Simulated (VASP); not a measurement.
**Y: single point with PBEsol**

Crystal: Y.

```xyz
4
Lattice="2.4366 -2.4418 0.0000 2.4366 2.4418 0.0000 0.0000 0.0000 10.4361" Properties=species:S:1:pos:R:3 pbc="T T T"
Y     2.4366   -1.2205    1.3050
Y     2.4366   -1.2213    6.5231
Y     2.4366    1.2205    9.1311
Y     2.4366    1.2213    3.9130
```

- Program: VASP 6.6.1
- Task: single point
- Functional: PBEsol
- Potentials or basis: VASP PAW PBE potentials, release 64 (Y_sv)
- Cutoff: 520 eV
- k mesh: 4 × 4 × 2
- Occupations: gaussian, width 0.1 eV
- Spin: no spin polarisation

The pressure is -0.1 GPa and the largest force is 0.003 eV/Å. The band gap on the k mesh is zero (bands 22 and 23 overlap by 1.06 eV).

Forces on the atoms (eV/Å):
```
Y    0.000 -0.001 -0.003
Y    0.000  0.001 -0.003
Y    0.000  0.001  0.003
Y    0.000 -0.001  0.003
```

Stress tensor (GPa, compression positive):
```
-0.05  0.00  0.00
 0.00 -0.12  0.00
 0.00  0.00 -0.02
```

Levels at points of the mesh, in eV from the Fermi level:
```tsv
k point	band 19	band 20	band 21	band 22	band 23	band 24	band 25	band 26
(0.00, 0.00, 0.00)	-3.13	-1.94	-0.90	0.03	0.03	1.41	1.42	1.43
(0.50, 0.00, 0.00)	-1.50	-1.50	0.07	0.07	0.60	0.60	0.77	0.77
(0.50, 0.50, 0.00)	-1.03	-1.02	-0.97	-0.97	0.30	0.30	0.31	0.31
(0.00, 0.00, 0.50)	-2.09	-2.09	-0.66	-0.66	0.93	0.93	1.16	1.16
(0.50, 0.00, 0.50)	-1.83	-1.83	0.39	0.39	0.39	0.39	1.01	1.01
(0.50, 0.50, 0.50)	-1.48	-1.48	-0.68	-0.68	-0.67	-0.67	1.65	1.65
```

Run time: 46 s on 1 thread of Intel(R) Xeon(R) 6975P-C (Granite Rapids), on a shared host, peak memory 0.26 GiB.

Caveat: the k points lie up to 0.46 Å⁻¹ apart, too coarse for converged energies and pressures of a metal; the PAW data sets were made with another functional, which shifts forces and pressure a little.
